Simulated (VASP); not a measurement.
Write the native input for VASP 6.6.1 that does the following.

```yaml
Task: single point
Functional: PBEsol
Potentials_or_basis: VASP PAW PBE potentials, release 64 (Zr_sv, B)
Cutoff: 520 eV
k_mesh: 16 × 16 × 12
Occupations: gaussian, width 0.1 eV
Spin: no spin polarisation
Dipole_correction: no
Further_INCAR_settings: ALGO = Normal; EDIFF = 1e-06; NBANDS = 23
```

The structure of ZrB lies in POSCAR:

```
ZrB
1.0
    2.4311025527      2.4311025527      0.0000000000
   -2.4311025527      2.4311025527      0.0000000000
    0.0000000000      0.0000000000      4.8622051054
Zr B
2 2
Direct
    0.0000000000      0.0000000000      0.0000000000
    0.5000000000      0.5000000000      0.5000000000
    0.5000000000      0.5000000000      0.0000000000
    0.0000000000      0.0000000000      0.5000000000
```

The input as run:

INCAR

```
SYSTEM = ZrB
  ALGO = Normal
  EDIFF = 1E-6
  ENCUT = 520
  GGA = PS
  ISIF = 2
  ISMEAR = 0
  LASPH = .TRUE.
  LCHARG = .FALSE.
  LREAL = .FALSE.
  LWAVE = .FALSE.
  NBANDS = 23
  NELM = 60
  PREC = Accurate
  SIGMA = 0.1
```

KPOINTS

```
k-points
0
G
  16 16 12
  0 0 0
```

Potentials or basis: VASP PAW PBE potentials, release 64 (Zr_sv, B).

Command:

```console
$ cat potpaw_PBE.64/Zr_sv/POTCAR potpaw_PBE.64/B/POTCAR > POTCAR
$ mpirun -np 1 vasp_std > vasp.out
```

Results of the run:

* Pressure: 0.2 GPa
* Band gap on the k mesh: zero (bands 15 and 16 overlap by 3.33 eV)

Caveat: the PAW data sets were made with another functional, which shifts forces and pressure a little.

It took 9 min on 1 thread of Intel Xeon 8259CL, with other jobs on the host, peak memory 0.45 GiB.
